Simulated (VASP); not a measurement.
# Sb (P6_3/mmc) in VASP: settings compared

Sb is run at these levels: PBEsol-based global hybrid, B3LYP, PBE0; tasks: single point, relaxation of cell and atoms.

Program: VASP 6.6.1. These are calculated values, not measurements. Logs are shortened: lines on timing, memory, paths and dates and some standing lists are left out, and cuts for length are marked.

### Step 1. The cell of the first run

Symmetry: P6_3/mmc, No. 194, hexagonal system. Conventional cell: a = 3.355 Å, b = 3.355 Å, c = 5.470 Å, α = 90.00°, β = 90.00°, γ = 120.00°. Sb (site symmetry -6m2) has 12 Sb at 3.35 Å within 4.4 Å.

### Step 2. Single point, PBEsol-based global hybrid

Input file POSCAR:

```
Sb
1.0
    3.3545324186      0.0000000000      0.0000000000
   -1.6772662093      2.9051102923      0.0000000000
    0.0000000000      0.0000000000      5.4701606500
Sb
2
Direct
    0.6666666667      0.3333333333      0.7500000000
    0.3333333333      0.6666666667      0.2500000000
```

Input file INCAR.step1:

```
SYSTEM = Sb
PREC     = Accurate       ! precision mode
ENCUT    = 520            ! plane-wave cutoff, eV
EDIFF    = 1E-5           ! SCF threshold, eV
ISMEAR   = -1             ! smearing method
SIGMA    = 0.05           ! smearing width, eV
LREAL    = .FALSE.        ! projectors in reciprocal space
LASPH    = .TRUE.         ! aspherical terms in the spheres
NELM     = 100            ! most SCF steps
ALGO     = Normal         ! electronic algorithm
ISIF     = 2              ! what is computed and relaxed
LWAVE    = .TRUE.         ! write WAVECAR
LCHARG   = .FALSE.        ! write CHGCAR
GGA      = PE             ! functional
NBANDS   = 12             ! bands
```

Input file INCAR.step2:

```
SYSTEM = Sb
PREC     = Accurate       ! precision mode
ENCUT    = 520            ! plane-wave cutoff, eV
EDIFF    = 1E-7           ! SCF threshold, eV
ISMEAR   = -1             ! smearing method
SIGMA    = 0.05           ! smearing width, eV
LREAL    = .FALSE.        ! projectors in reciprocal space
LASPH    = .TRUE.         ! aspherical terms in the spheres
NELM     = 100            ! most SCF steps
ALGO     = Normal         ! electronic algorithm
ISIF     = 2              ! what is computed and relaxed
LWAVE    = .FALSE.        ! write WAVECAR
LCHARG   = .FALSE.        ! write CHGCAR
GGA      = PS             ! functional
LHFCALC  = .TRUE.         ! exact exchange
AEXX     = 0.25           ! exact-exchange fraction
PRECFOCK = Normal       
ISTART   = 1            
NBANDS   = 12             ! bands
```

Input file KPOINTS:

```
regular mesh
0
G
  5 5 3
  0 0 0
```

Potentials or basis: VASP PAW PBE potentials, release 64 (Sb).

Run with:

```console
cat potpaw_PBE.64/Sb/POTCAR > POTCAR
cp INCAR.step1 INCAR
mpirun -np 1 vasp_std > vasp.out
cp INCAR.step2 INCAR
mpirun -np 1 vasp_std > vasp.out
```

OUTCAR:

```text
SYSTEM = Sb
   PREC = Accurate
   ENCUT = 520
   EDIFF = 1E-7
   ISMEAR = -1
   LREAL = .FALSE.
   LASPH = .TRUE.
   NELM = 100
   ISIF = 2
   GGA = PS
   LHFCALC = .TRUE.
   AEXX = 0.25
   PRECFOCK = Normal
   ISTART = 1

 ion  position               nearest neighbor table
   1  0.667  0.333  0.750-   2 3.35   2 3.35   2 3.35   2 3.35   2 3.35   2 3.35
   2  0.333  0.667  0.250-   1 3.35   1 3.35   1 3.35   1 3.35   1 3.35   1 3.35

  LATTYP: Found a hexagonal cell.
 ALAT       =     3.3545324186
 C/A-ratio  =     1.6306775334

  Lattice vectors:

 A1 = (   3.3545324186,   0.0000000000,   0.0000000000)
 A2 = (  -1.6772662093,   2.9051102923,   0.0000000000)
 A3 = (   0.0000000000,   0.0000000000,   5.4701606500)

Analysis of symmetry for initial positions (statically):
=====================================================================
 Subroutine PRICEL returns:
 Original cell was already a primitive cell.

 Routine SETGRP: Setting up the symmetry group for a
 hexagonal supercell.

 Subroutine GETGRP returns: Found 24 space group operations
 (whereof 12 operations were pure point group operations)
 out of a pool of 24 trial point group operations.

The static configuration has the point symmetry D_3d.
 The point group associated with its full space group is D_6h.

Analysis of symmetry for dynamics (positions and initial velocities):
=====================================================================
 Subroutine PRICEL returns:
 Original cell was already a primitive cell.

 Routine SETGRP: Setting up the symmetry group for a
 hexagonal supercell.

 Subroutine GETGRP returns: Found 24 space group operations
 (whereof 12 operations were pure point group operations)
 out of a pool of 24 trial point group operations.

The dynamic configuration has the point symmetry D_3d.
 The point group associated with its full space group is D_6h.

 Subroutine INISYM returns: Found 24 space group operations
 (whereof 12 operations are pure point group operations),
 and found     1 'primitive' translations

----------------------------------------------------------------------------------------

                                     Primitive cell

  volume of cell :      53.3083

  direct lattice vectors                    reciprocal lattice vectors
     3.354532419  0.000000000  0.000000000     0.298104139  0.172110505  0.000000000
    -1.677266209  2.905110292  0.000000000     0.000000000  0.344221010  0.000000000
     0.000000000  0.000000000  5.470160650     0.000000000  0.000000000  0.182809987

  length of vectors
     3.354532419  3.354532419  5.470160650     0.344221010  0.344221010  0.182809987

  position of ions in fractional coordinates (direct lattice)
     0.666666667  0.333333333  0.750000000
     0.333333333  0.666666667  0.250000000

  ion indices of the primitive-cell ions
   primitive index   ion index
                 1           1
                 2           2

----------------------------------------------------------------------------------------

 KPOINTS: regular mesh

Automatic generation of k-mesh.
 Grid dimensions read from file:
 generate k-points for:    5    5    3

 Generating k-lattice:

  Cartesian coordinates                     Fractional coordinates (reciprocal lattice)
     0.059620828  0.034422101  0.000000000     0.200000000  0.000000000  0.000000000
     0.000000000  0.068844202  0.000000000     0.000000000  0.200000000  0.000000000
     0.000000000  0.000000000  0.060936662     0.000000000  0.000000000  0.333333333

  Length of vectors
     0.068844202  0.068844202  0.060936662

  Shift w.r.t. Gamma in fractional coordinates (k-lattice)
     0.000000000  0.000000000  0.000000000

 Subroutine IBZKPT returns following result:
 ===========================================

 Found     10 irreducible k-points:

 Following reciprocal coordinates:
            Coordinates               Weight
  0.000000  0.000000  0.000000      1.000000
  0.200000 -0.000000  0.000000      6.000000
  0.400000  0.000000  0.000000      6.000000
  0.200000  0.200000  0.000000      6.000000
  0.400000  0.200000  0.000000      6.000000
  0.000000  0.000000  0.333333      2.000000
  0.200000 -0.000000  0.333333     12.000000
  0.400000  0.000000  0.333333     12.000000
  0.200000  0.200000  0.333333     12.000000
  0.400000  0.200000  0.333333     12.000000
   k-points           NKPTS =     10   k-points in BZ     NKDIM =     75   number of bands    NBANDS=     12
   number of dos      NEDOS =    301   number of ions     NIONS =      2
   total plane-waves  NPLWV =  32928
   dimension x,y,z NGX =    28 NGY =   28 NGZ =   42
   dimension x,y,z NGXF=    56 NGYF=   56 NGZF=   84
   ions per type =               2
   NGX,Y,Z   is equivalent  to a cutoff of  13.88, 13.88, 12.76 a.u.
   NGXF,Y,Z  is equivalent  to a cutoff of  27.75, 27.75, 25.53 a.u.
 SYSTEM =  Sb
   PREC   = accura    normal or accurate (medium, high low for compatibility)
   ISTART =      1    job   : 0-new  1-cont  2-samecut
   ICHARG =      0    charge: 1-file 2-atom 10-const
   ISPIN  =      1    spin polarized calculation?
   LNONCOLLINEAR =      F non collinear calculations
   LSORBIT =      F    spin-orbit coupling
   LASPH  =      T    aspherical Exc in radial PAW
   ENCUT  =  520.0 eV  38.22 Ry    6.18 a.u.   6.24  6.24 10.17*2*pi/ulx,y,z
   NELM   =    100;   NELMIN=  2; NELMDL=  0     # of ELM steps
   EDIFF  = 0.1E-06   stopping-criterion for ELM
   LREAL  =      F    real-space projection
   EDIFFG = 0.1E-05   stopping-criterion for IOM
   NSW    =      0    number of steps for IOM
   IBRION =     -1    ionic relax: 0-MD 1-quasi-New 2-CG
   NFREE  =      0    steps in history (QN), initial steepest desc. (CG)
   ISIF   =      2    stress and relaxation
   ISYM   =      3    0-nonsym 1-usesym 2-fastsym
   POTIM  = 0.5000    time-step for ionic-motion
   TEBEG  =    0.0;   TEEND  =   0.0 temperature during run
   PSTRESS=    0.0 pullay stress
   NELECT =      10.0000    total number of electrons
   NUPDOWN=      -1.0000    fix difference up-down
   EMIN   =  10.00;   EMAX   =-10.00  energy-range for DOS
   EFERMI =   0.00;   METHOD = LEGACY
   ISMEAR =    -1;   SIGMA  =   0.05  broadening in eV -4-tet -1-fermi 0-gaus
   EFERMI_NEDOS =   21; number of points for ismear=-14 and -15
   IALGO  =     38    algorithm
   IMIX   =      1    mixing-type and parameters
     AMIX     =   0.40;   BMIX     =  1.00
     AMIX_MAG =   1.60;   BMIX_MAG =  1.00
  volume/ion in A,a.u.               =      26.65       179.87
  Fermi-wavevector in a.u.,A,eV,Ry     =   0.937152  1.770960 11.949364  0.878253
  Thomas-Fermi vector in A             =   2.064234
   LORBIT       =      0    0 simple, 1 ext, 2 COOP (PROOUT), +10 PAW based schemes
   GGA     = PS    functional components
   LHFCALC =     T    Hartree Fock is set to
   PRECFOCK=normal    Normal, Fast or Accurate (Low or Medium for compatibility)
   ENCUT4O =  -1.0   cutoff for four orbital integrals eV
   NKREDX  =     1    reduce k-point grid by
   NKREDY  =     1    reduce k-point grid by
   NKREDZ  =     1    reduce k-point grid by
   AEXX    =    0.2500 exact exchange contribution
   HFSCREEN=    0.0000 screening length (either q_TF or 0.3 A-1)
   HFSCREENC=   0.0000 screening length for correlation (either q_TF or 0.3 A-1)
   ENCUTFOCK=  -1.0 apply spherical cutoff to Coloumb kernel
   IVDW    =     0    specifies the selected vdW correction
   LEPSILON=     F    determine dielectric tensor
   LRPA    =     F    only Hartree local field effects (RPA)
 non-spin polarized calculation
  energy-cutoff  :      520.00
  volume of cell :       53.31
 maximum number of plane-waves:      1454
 NGX is ok and might be reduce to    28
  NGX = 20; NGY = 20; NGZ = 32

 number of electron      10.0000000 magnetization

 Free energy of the ion-electron system (eV)
  ---------------------------------------------------
  ext. energy  EPLUGINS =         0.00000000
  ---------------------------------------------------
  free energy    TOTEN  =       -11.21767540 eV

  energy without entropy =      -11.21757802  energy(sigma->0) =      -11.21762671

 E-fermi :   8.3452     XC(G=0):  -8.1996

 val. band max:        7.9820041920   @ k =   0.4000   0.2000   0.0000
 cond. band min:       8.7426293510   @ k =   0.2000  -0.0000   0.3333
 fundamental gap:      0.7606251589
 Fermi energy:         8.3451598753

 k-point     1 :       0.0000    0.0000    0.0000
  band No.  band energies     occupation
      1      -6.5562      2.00000
      2      -2.2779      2.00000
      3       1.2710      2.00000
      4      12.8831      0.00000
      5      12.8831      0.00000
      6      14.6978      0.00000
      7      14.6978      0.00000
      8      15.0156      0.00000
      9      17.1613      0.00000
     10      18.4494      0.00000
     11      19.4621      0.00000
     12      19.4621      0.00000

 k-point     2 :       0.2000   -0.0000    0.0000
  band No.  band energies     occupation
      1      -5.7769      2.00000
      2      -1.5966      2.00000
      3       2.1047      2.00000
      4       7.4585      2.00000
      5      11.0203      0.00000
      6      11.4320      0.00000
      7      13.7734      0.00000
      8      14.4073      0.00000
      9      15.5696      0.00000
     10      18.2026      0.00000
     11      19.1696      0.00000
     12      19.8418      0.00000

 k-point     3 :       0.4000    0.0000    0.0000
  band No.  band energies     occupation
      1      -3.5380      2.00000
      2      -0.4578      2.00000
      3       2.9341      2.00000
      4       4.4394      2.00000
      5       5.9217      2.00000
      6       9.4375      0.00000
      7       9.7776      0.00000
      8      13.1625      0.00000
      9      13.7670      0.00000
     10      17.1715      0.00000
     11      18.1414      0.00000
     12      18.7094      0.00000
[... 76 lines left out ...]
 k-point     9 :       0.2000    0.2000    0.3333
  band No.  band energies     occupation
      1      -3.6570      2.00000
      2      -1.9941      2.00000
      3       4.4462      2.00000
      4       5.8272      2.00000
      5       7.2453      2.00000
      6       7.3275      2.00000
      7       9.4672      0.00000
      8      12.4440      0.00000
      9      16.8895      0.00000
     10      17.3177      0.00000
     11      18.7601      0.00000
     12      19.1653      0.00000

 k-point    10 :       0.4000    0.2000    0.3333
  band No.  band energies     occupation
      1      -1.5175      2.00000
      2      -0.7933      2.00000
      3       2.3442      2.00000
      4       3.2078      2.00000
      5       5.3370      2.00000
      6       7.0427      2.00000
      7      10.1585      0.00000
      8      11.4967      0.00000
      9      15.7816      0.00000
     10      17.7846      0.00000
     11      17.9631      0.00000
     12      18.6556      0.00000

------------------------ aborting loop because EDIFF is reached ----------------------------------------

  FORCE on cell =-STRESS in cart. coord.  units (eV):
  Direction    XX          YY          ZZ          XY          YZ          ZX
  --------------------------------------------------------------------------------------
  -------------------------------------------------------------------------------------
  Total       -2.3819611     -2.3819611     -0.4503543     -0.0000000      0.0000000      0.0000000
  in kB      -71.5897017    -71.5897017    -13.5353725     -0.0000000      0.0000000      0.0000000
  external PRESSURE =     -52.2382586 kB  Pullay stress =       0.0000000 kB

 VOLUME and BASIS-vectors are now :
 -----------------------------------------------------------------------------
  energy-cutoff  :      520.00
  volume of cell :       53.31
      direct lattice vectors                 reciprocal lattice vectors
     3.354532419  0.000000000  0.000000000     0.298104139  0.172110505  0.000000000
    -1.677266209  2.905110292  0.000000000     0.000000000  0.344221010  0.000000000
     0.000000000  0.000000000  5.470160650     0.000000000  0.000000000  0.182809987

 POSITION                                       TOTAL-FORCE (eV/Angst)
 -----------------------------------------------------------------------------------
      1.67727      0.96837      4.10262         0.000000     -0.000000      0.000000
     -0.00000      1.93674      1.36754        -0.000000      0.000000      0.000000
 -----------------------------------------------------------------------------------
    total drift:                                0.000000      0.000000     -0.000000

  FREE ENERGIE OF THE ION-ELECTRON SYSTEM (eV)
  ---------------------------------------------------
  free  energy   TOTEN  =       -11.2176753992 eV

  energy  without entropy=      -11.2175780184  energy(sigma->0) =      -11.21762671
```

Wall time 3.4 min (1 thread of Intel Xeon 6975P-C (Granite Rapids), shared host); peak memory 0.18 GiB.

Results:

```yaml
Free_energy: -11.2177 eV
Pressure: -5.2 GPa
Band_gap_on_the_k_mesh: zero (band 5 reaches 13.35 eV, above the bottom of band 6 at 6.06 eV)
```

Caveat: the k points lie up to 0.43 Å⁻¹ apart; the PAW data sets were made with another functional, which shifts forces and pressure a little; spin-orbit coupling is left out, which moves the levels of the heavy elements.

### Step 3. Single point, B3LYP

POSCAR is that of step 2.

Input file INCAR.step1:

```
SYSTEM = Sb
PREC = Accurate ; ENCUT = 520
EDIFF = 1E-5 ; ISMEAR = -1
SIGMA = 0.05 ; LREAL = .FALSE.
LASPH = .TRUE. ; NELM = 100
ALGO = Normal ; ISIF = 2
LWAVE = .TRUE. ; GGA = PE
NBANDS = 12
```

Input file INCAR.step2:

```
SYSTEM = Sb
PREC = Accurate ; ENCUT = 520
EDIFF = 1E-7 ; ISMEAR = -1
SIGMA = 0.05 ; LREAL = .FALSE.
LASPH = .TRUE. ; NELM = 100
ALGO = Normal ; ISIF = 2
LWAVE = .FALSE. ; LCHARG = .TRUE.
GGA = B3 ; LHFCALC = .TRUE.
AEXX = 0.2 ; AGGAX = 0.72
AGGAC = 0.81 ; ALDAC = 0.19
PRECFOCK = Normal ; LELF = .TRUE.
LVHAR = .TRUE. ; ISTART = 1
NBANDS = 12
```

KPOINTS is that of step 2.

Potentials or basis: VASP PAW PBE potentials, release 64 (Sb).

Run with:

```console
cat potpaw_PBE.64/Sb/POTCAR > POTCAR
cp INCAR.step1 INCAR
mpirun -np 1 vasp_std > vasp.out
cp INCAR.step2 INCAR
mpirun -np 1 vasp_std > vasp.out
```

Wall time 3.3 min (1 thread of Intel Xeon 6975P-C (Granite Rapids), shared host); peak memory 0.17 GiB.

It converged, with:

- Free energy: -8.2609 eV
- Pressure: 2.7 GPa
- Band gap on the k mesh: zero (band 5 reaches 13.47 eV, above the bottom of band 6 at 6.65 eV)

Stress tensor (GPa, compression positive):
```
0.93 0.00 0.00
0.00 0.93 0.00
0.00 0.00 6.35
```

Levels at points of the mesh, in eV from the Fermi level:
```tsv
k point	band 1	band 2	band 3	band 4	band 5	band 6	band 7	band 8	band 9	band 10
(0.00, 0.00, 0.00)	-14.55	-10.45	-6.74	4.20	4.20	5.98	5.98	6.26	8.78	10.04
```

Caveat: the k points lie up to 0.43 Å⁻¹ apart; the PAW data sets were made with another functional, which shifts forces and pressure a little; spin-orbit coupling is left out, which moves the levels of the heavy elements.

(Continued in part 2 of 2.)
